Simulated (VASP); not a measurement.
# AlNi in VASP: further runs, part 2 of 2

VASP 6.6.1.

### Step 3. Single point, r2SCAN (biaxial strain in the a-b plane: -1.0 %)

POSCAR reads:

```
AlNi
1.0
    2.8313328267      0.0000000000      0.0000000000
    0.0000000000      2.8313328267      0.0000000000
    0.0000000000      0.0000000000      2.8872374075
Al Ni
1 1
Direct
    0.0000000000      0.0000000000      0.0000000000
    0.5000000000      0.5000000000      0.5000000000
```

INCAR.step1 reads:

```
PREC     = Accurate       # precision mode
ENCUT    = 520            # plane-wave cutoff, eV
ISMEAR   = 0              # smearing method
SIGMA    = 0.1            # smearing width, eV
LREAL    = F              # projectors in reciprocal space
LASPH    = T              # aspherical terms in the spheres
NELM     = 60             # most SCF steps
NBANDS   = 14             # bands
GGA      = PE             # functional
ALGO     = Normal         # electronic algorithm
EDIFF    = 1E-4           # SCF threshold, eV
LWAVE    = T              # write WAVECAR
LCHARG   = F              # write CHGCAR
```

INCAR.step2 reads:

```
PREC     = Accurate       # precision mode
ENCUT    = 520            # plane-wave cutoff, eV
EDIFF    = 1E-6           # SCF threshold, eV
ISMEAR   = 0              # smearing method
SIGMA    = 0.1            # smearing width, eV
LREAL    = F              # projectors in reciprocal space
LASPH    = T              # aspherical terms in the spheres
NELM     = 60             # most SCF steps
ALGO     = Normal         # electronic algorithm
ISIF     = 2              # what is computed and relaxed
LWAVE    = F              # write WAVECAR
LCHARG   = F              # write CHGCAR
METAGGA  = R2SCAN         # meta-GGA
LMIXTAU  = T            
NBANDS   = 14             # bands
ISTART   = 1
```

KPOINTS reads:

```
Automatic mesh
0
Gamma
  18 18 18
```

Potentials or basis: VASP PAW PBE potentials, release 64 (Al, Ni).

Run with:

```bash
> cat potpaw_PBE.64/Al/POTCAR potpaw_PBE.64/Ni/POTCAR > POTCAR
> cp INCAR.step1 INCAR
> mpirun -np 1 vasp_std > vasp.out
> cp INCAR.step2 INCAR
> mpirun -np 1 vasp_std > vasp.out
```

Run time: 9.4 min. Hardware: 1 thread of Intel Xeon 8259CL, shared host; peak memory 0.3 GiB.

Results (log left out):

```yaml
Free_energy: -20.0669 eV
Pressure: 2.3 GPa
Band_gap_on_the_k_mesh: zero (an odd number of electrons rules out a gap without spin polarisation)
```

Stress tensor (GPa, compression positive):
```
2.82 0.00 0.00
0.00 2.82 0.00
0.00 0.00 1.41
```

Levels at points of the mesh, in eV from the Fermi level:
```csv
k point,band 4,band 5,band 6,band 7,band 8,band 9,band 10,band 11
"(0.00, 0.00, 0.00)",-1.70,-1.70,-1.65,5.52,6.28,6.28,8.38,8.58
"(0.50, 0.00, 0.00)",-2.52,-2.41,-1.60,-0.62,8.66,10.27,10.97,11.60
"(0.50, 0.50, 0.00)",-3.11,-2.33,-2.33,-1.05,1.76,2.98,13.31,15.77
"(0.00, 0.00, 0.50)",-2.40,-2.40,-1.57,-0.78,8.67,10.89,10.89,12.00
"(0.50, 0.00, 0.50)",-3.20,-2.26,-2.23,-1.11,1.57,2.79,13.83,16.12
"(0.50, 0.50, 0.50)",-1.08,-1.02,1.96,2.01,2.01,4.70,4.70,4.76
```

Caveat: the cell differs from its parent crystal (biaxial strain in the a-b plane: -1.0 %); the PAW data sets were made with another functional, which shifts forces and pressure a little.

### Step 4. Single point, r2SCAN

This run uses another cell than the first one, of 11.74 Å³/atom.

POSCAR reads:

```
AlNi
1.0
    2.0223875470     -2.0221672990      0.0000000000
    2.0223875470      2.0221672990      0.0000000000
    0.0000000000      0.0000000000      2.8700173234
Al Ni
1 1
Direct
    0.0000000000      0.0000000000      0.0000000000
    0.5000000000      0.5000000000      0.5000000000
```

INCAR.step1 reads:

```
SYSTEM = AlNi
PREC = Accurate ; ENCUT = 520
ISMEAR = 0 ; SIGMA = 0.1
LREAL = .FALSE. ; LASPH = .TRUE.
NELM = 80 ; NBANDS = 14
GGA = PE ; ALGO = Normal
EDIFF = 1E-4 ; LWAVE = .TRUE.
LCHARG = .FALSE.
```

INCAR.step2 reads:

```
SYSTEM = AlNi
PREC = Accurate ; ENCUT = 520
EDIFF = 1E-7 ; ISMEAR = 0
SIGMA = 0.1 ; LREAL = .FALSE.
LASPH = .TRUE. ; NELM = 80
ALGO = Normal ; ISIF = 2
LWAVE = .FALSE. ; LCHARG = .FALSE.
METAGGA = R2SCAN ; LMIXTAU = .TRUE.
NBANDS = 14 ; ISTART = 1
```

KPOINTS reads:

```
regular mesh
0
G
  16 16 14
  0 0 0
```

Run with:

```bash
> cat potpaw_PBE.64/Al/POTCAR potpaw_PBE.64/Ni/POTCAR > POTCAR
> cp INCAR.step1 INCAR
> mpirun -np 1 vasp_std > vasp.out
> cp INCAR.step2 INCAR
> mpirun -np 1 vasp_std > vasp.out
```

It took 5.5 min on 1 thread of Intel Xeon Platinum 8259CL at 2.50GHz (Skylake/Cascade Lake), shared host; peak memory 0.31 GiB.

The run converged. Its results:

```yaml
Free_energy: -20.0706 eV
Pressure: -0.3 GPa
Band_gap_on_the_k_mesh: zero (an odd number of electrons rules out a gap without spin polarisation)
```

Levels at points of the mesh, in eV from the Fermi level:
| k point | band 4 | band 5 | band 6 | band 7 | band 8 | band 9 | band 10 | band 11 |
| --- | --- | --- | --- | --- | --- | --- | --- | --- |
| (0.00, 0.00, 0.00) | -1.63 | -1.63 | -1.62 | 5.90 | 6.03 | 6.03 | 8.45 | 8.49 |
| (0.50, 0.00, 0.00) | -2.38 | -2.36 | -1.53 | -0.63 | 8.68 | 10.58 | 10.71 | 11.76 |
| (0.50, 0.50, 0.00) | -3.12 | -2.21 | -2.21 | -1.03 | 1.66 | 2.83 | 13.45 | 15.93 |
| (0.00, 0.00, 0.50) | -2.36 | -2.36 | -1.53 | -0.66 | 8.68 | 10.70 | 10.70 | 11.83 |
| (0.50, 0.00, 0.50) | -3.14 | -2.19 | -2.19 | -1.04 | 1.62 | 2.80 | 13.54 | 15.99 |
| (0.50, 0.50, 0.50) | -1.01 | -1.00 | 2.03 | 2.04 | 2.04 | 4.65 | 4.72 | 4.72 |

Caveat: the PAW data sets were made with another functional, which shifts forces and pressure a little.

### Step 5. Single point, r2SCAN

This run uses another cell than the first one, of 11.74 Å³/atom.

POSCAR reads:

```
AlNi
1.0
    2.0223875385     -2.0221672887      0.0000000000
    2.0223875385      2.0221672887      0.0000000000
    0.0000000000      0.0000000000      2.8700173166
Al Ni
1 1
Direct
    0.0000000000      0.0000000000      0.0000000000
    0.5000000000      0.5000000000      0.5000000000
```

INCAR.step1 reads:

```
ALGO     = Normal         # electronic algorithm
EDIFF    = 1E-4           # SCF threshold, eV
ENCUT    = 520            # plane-wave cutoff, eV
GGA      = PE             # functional
ISMEAR   = 0              # smearing method
LASPH    = T              # aspherical terms in the spheres
LCHARG   = F              # write CHGCAR
LREAL    = F              # projectors in reciprocal space
LWAVE    = T              # write WAVECAR
NBANDS   = 14             # bands
NELM     = 60             # most SCF steps
PREC     = Accurate       # precision mode
SIGMA    = 0.1            # smearing width, eV
```

INCAR.step2 reads:

```
ALGO     = Normal         # electronic algorithm
EDIFF    = 1E-6           # SCF threshold, eV
ENCUT    = 520            # plane-wave cutoff, eV
ISIF     = 2              # what is computed and relaxed
ISMEAR   = 0              # smearing method
ISTART   = 1            
LASPH    = T              # aspherical terms in the spheres
LCHARG   = F              # write CHGCAR
LMIXTAU  = T            
LREAL    = F              # projectors in reciprocal space
LWAVE    = F              # write WAVECAR
METAGGA  = R2SCAN         # meta-GGA
NBANDS   = 14             # bands
NELM     = 60             # most SCF steps
PREC     = Accurate       # precision mode
SIGMA    = 0.1            # smearing width, eV
```

KPOINTS reads:

```
k-points
0
Gamma
  16 16 14
```

Run with:

```bash
> cat potpaw_PBE.64/Al/POTCAR potpaw_PBE.64/Ni/POTCAR > POTCAR
> cp INCAR.step1 INCAR
> mpirun -np 1 vasp_std > vasp.out
> cp INCAR.step2 INCAR
> mpirun -np 1 vasp_std > vasp.out
```

Wall time 5.5 min (1 thread of Intel Xeon Platinum 8259CL at 2.50GHz (Skylake/Cascade Lake), shared host); peak memory 0.31 GiB.

It converged, with:

```
Free energy            : -20.0706 eV
Pressure               : -0.2 GPa
Band gap on the k mesh : zero (an odd number of electrons rules out a gap without spin polarisation)
```

Levels at points of the mesh, in eV from the Fermi level:
```
           k point  band 3  band 4  band 5  band 6  band 7  band 8  band 9  band 10  band 11  band 12
(0.00, 0.00, 0.00)   -3.42   -1.63   -1.63   -1.62    5.90    6.03    6.03     8.45     8.49    15.39
(0.50, 0.00, 0.00)   -2.89   -2.38   -2.36   -1.53   -0.63    8.68   10.58    10.71    11.76    11.87
(0.50, 0.50, 0.00)   -3.12   -3.12   -2.21   -2.21   -1.03    1.66    2.83    13.45    15.93    15.93
(0.00, 0.00, 0.50)   -2.90   -2.36   -2.36   -1.53   -0.66    8.68   10.70    10.70    11.83    11.83
(0.50, 0.00, 0.50)   -3.16   -3.14   -2.19   -2.19   -1.04    1.62    2.80    13.54    15.99    16.03
(0.50, 0.50, 0.50)   -4.37   -1.01   -1.00    2.03    2.04    2.04    4.65     4.72     4.72     4.75
```

Caveat: the PAW data sets were made with another functional, which shifts forces and pressure a little. Spin polarisation is off, so any magnetic state and its effect on volume and gap are missing.

### Step 6. Single point, r2SCAN

This run uses another cell than the first one, of 11.87 Å³/atom.

POSCAR reads:

```
AlNi
1.0
    2.0301492753     -2.0301428511      0.0000000000
    2.0301492753      2.0301428511      0.0000000000
    0.0000000000      0.0000000000      2.8806963488
Al Ni
1 1
Direct
    0.0000000000      0.0000000000      0.0000000000
    0.5000000000      0.5000000000      0.5000000000
```

INCAR.step1 reads:

```
  PREC = Accurate
  ENCUT = 520
  ISMEAR = 0
  SIGMA = 0.1
  LREAL = False
  LASPH = True
  NELM = 100
  NBANDS = 14
  GGA = PE
  ALGO = Normal
  EDIFF = 1E-4
  LWAVE = True
  LCHARG = False
```

INCAR.step2 reads:

```
  PREC = Accurate
  ENCUT = 520
  EDIFF = 1E-6
  ISMEAR = 0
  SIGMA = 0.1
  LREAL = False
  LASPH = True
  NELM = 100
  ALGO = Normal
  ISIF = 2
  LWAVE = False
  LCHARG = False
  METAGGA = R2SCAN
  LMIXTAU = True
  NBANDS = 14
  ISTART = 1
```

KPOINTS reads:

```
Automatic mesh
0
Gamma
  16 16 14
```

Potentials or basis: VASP PAW PBE potentials, release 64 (Al, Ni).

Run with:

```bash
> cat potpaw_PBE.64/Al/POTCAR potpaw_PBE.64/Ni/POTCAR > POTCAR
> cp INCAR.step1 INCAR
> mpirun -np 1 vasp_std > vasp.out
> cp INCAR.step2 INCAR
> mpirun -np 1 vasp_std > vasp.out
```

It took 3.5 min on 1 thread of Intel Xeon Platinum 8259CL at 2.50GHz (Skylake/Cascade Lake), shared host; peak memory 0.24 GiB.

Results (log left out):

```yaml
Free_energy: -20.0685 eV
Pressure: -2.3 GPa
Band_gap_on_the_k_mesh: zero (an odd number of electrons rules out a gap without spin polarisation)
```

Levels at points of the mesh, in eV from the Fermi level:
```tsv
k point	band 4	band 5	band 6	band 7	band 8	band 9	band 10	band 11
(0.00, 0.00, 0.00)	-1.60	-1.60	-1.60	5.85	5.98	5.98	8.42	8.45
(0.50, 0.00, 0.00)	-2.35	-2.33	-1.51	-0.63	8.66	10.53	10.65	11.64
(0.50, 0.50, 0.00)	-3.09	-2.17	-2.17	-1.02	1.64	2.77	13.32	15.84
(0.00, 0.00, 0.50)	-2.33	-2.33	-1.51	-0.65	8.67	10.63	10.63	11.71
(0.50, 0.00, 0.50)	-3.11	-2.16	-2.15	-1.03	1.60	2.74	13.41	15.90
(0.50, 0.50, 0.50)	-1.00	-0.99	2.04	2.05	2.05	4.54	4.67	4.67
```

Caveat: the PAW data sets were made with another functional, which shifts forces and pressure a little. Spin polarisation is off, so any magnetic state and its effect on volume and gap are missing.

### Step 7. The runs side by side

| cell | k mesh | gap on the mesh (eV) | pressure (GPa) |
| --- | --- | --- | --- |
| a = 2.774, b = 2.774, c = 2.995 Å, 2 atoms | 18 × 18 × 18 | none | 3.4 |
| a = 2.831, b = 2.831, c = 2.887 Å, 2 atoms | 18 × 18 × 18 | none | 2.3 |
| a = 2.860, b = 2.860, c = 2.870 Å, 2 atoms | 16 × 16 × 14 | none | -0.2 |
| a = 2.871, b = 2.871, c = 2.881 Å, 2 atoms | 16 × 16 × 14 | none | -2.3 |

Alike in all rows: task single point; level r2SCAN; potentials or basis VASP PAW PBE potentials, release 64 (Al, Ni); no spin polarisation; cutoff (eV) 520; smearing gaussian 0.1 eV.

Caveats: the PAW data sets were made with another functional, which shifts forces and pressure a little; the stress differs along the axes, from -0 to 5 GPa (at least some runs).

Total energies depend on the potentials used, so only differences within one code and one set of settings carry meaning.
